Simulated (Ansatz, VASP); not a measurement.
# MgO: VASP beside Ansatz

```
Mg O
1.0
     2.75758   -2.75879    0.00000
     2.75758    2.75879    0.00000
     0.00000    0.00000    5.68754
Mg O
3 3
Direct
  0.00000 0.00000 0.99807
  0.24317 0.24317 0.40287
  0.75683 0.75683 0.40287
  0.00000 0.00000 0.67317
  0.74944 0.25056 0.26151
  0.25056 0.74944 0.26151
```

Alike in both runs: functional PBE; k mesh 8 × 8 × 6; occupations gaussian, width 0.02 eV; no spin polarisation.

Ansatz relaxed the structure, and its values are those at the end. VASP's run is a single point on that final structure, the one shown.

|  | VASP | Ansatz |
| --- | --- | --- |
| version | VASP 6.6.1 | Ansatz 0.2.0 |
| potentials or method | VASP PAW PBE potentials, release 64 (Mg, O), cutoff 520 eV | scalar-relativistic, plane waves, PAW |
| valence electrons in the cell | 24 | 48 |

VASP gave:

```
gap on the k mesh at the Fermi level (eV) : 1.33
least direct gap on the mesh (eV)         : 1.52
pressure (GPa)                            : -0.3
rms of the force components (eV/Å)        : 0.011
```

Q: What did Ansatz give for the same quantities?

A: gap on the k mesh at the Fermi level (eV): 1.35; least direct gap on the mesh (eV): 1.54; pressure (GPa): 0.0; rms of the force components (eV/Å): 0.001.

VASP's potentials hold 24 valence electrons a cell and Ansatz's 48, so a difference there can come from the potentials and not from the codes.
